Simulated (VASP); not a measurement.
WC, 2 atoms in the cell. It takes space group P-6m2 (No. 187, hexagonal). The conventional cell has a = 2.892 Å, b = 2.892 Å, c = 2.818 Å, α = 90.00°, β = 90.00°, γ = 120.00°. W (site symmetry -6m2) has 6 C at 2.18 Å and 8 W at 2.82 to 2.89 Å within 2.9 Å. Within 2.9 Å of C (site symmetry -6m2) lie 6 W at 2.18 Å and 8 C at 2.82 to 2.89 Å. 

| Quantity | Value |
| --- | --- |
| Program | VASP 6.6.1 |
| Task | relaxation of shape and atoms at fixed volume |
| Functional | PBE |
| Potentials or basis | VASP PAW PBE potentials, release 64 (W_sv, C) |
| Cutoff | 600 eV |
| k mesh | 18 × 18 × 14 |
| Occupations | gaussian, width 0.1 eV |
| Spin | no spin polarisation |
| Dipole correction | no |
| Further INCAR settings | ALGO = Normal; EDIFF = 1e-07; IBRION = 2; EDIFFG = -0.01; NSW = 50; ISIF = 4 |

Potentials or basis: VASP PAW PBE potentials, release 64 (W_sv, C).

Command:

```sh
$ cat potpaw_PBE.64/W_sv/POTCAR potpaw_PBE.64/C/POTCAR > POTCAR
$ mpirun -np 1 vasp_std > vasp.out
```

Hardware: 1 thread of Intel(R) Xeon(R) Platinum 8259CL CPU @ 2.50GHz (Skylake/Cascade Lake) (shared host).

**Question.** Estimate the wall time of this run.

**Answer.** Wall time 88 s on 1 thread of Intel(R) Xeon(R) Platinum 8259CL CPU @ 2.50GHz (Skylake/Cascade Lake), with other jobs on the host, peak memory 0.23 GiB. Counts: scf iterations 27, k points 296, ion steps 3.
